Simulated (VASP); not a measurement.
SnTe:

```xyz
2
Lattice="0.0000 3.1509 3.1509 3.1509 0.0000 3.1509 3.1509 3.1509 0.0000" Properties=species:S:1:pos:R:3 pbc="T T T"
Sn    0.0000    0.0000    0.0000
Te    3.1509    3.1509    3.1509
```

* Program: VASP 6.6.1
* Task: relaxation of cell and atoms
* Functional: PBE
* Potentials or basis: VASP PAW PBE potentials, release 64 (Sn_d, Te)
* Cutoff: 500 eV
* k mesh: 6 × 6 × 6
* Occupations: fermi-dirac, width 0.05 eV
* Spin: no spin polarisation

At the start: pressure 2.3 GPa; volume 31.28 Å³/atom.

Q: How do energy, volume and symmetry change on relaxing?

A: Over 3 steps the energy falls by 11.0 meV/atom and the volume is 32.91 Å³/atom (+5.2 %); space group Fm-3m (No. 225, to 0.05 Å).

The path:
```tsv
step	energy change (eV)	largest force (eV/Å)	pressure (GPa)	volume (Å³)
1	0.0000	0.0000	2.28	62.56
2	-0.0208	0.0000	-0.49	66.68
3	-0.0221	0.0000	0.00	65.82
```

Final structure:
```
Sn Te
1.0
     0.00000    3.20462    3.20462
     3.20462    0.00000    3.20462
     3.20462    3.20462    0.00000
Sn Te
1 1
Direct
  0.00000 0.00000 0.00000
  0.50000 0.50000 0.50000
```
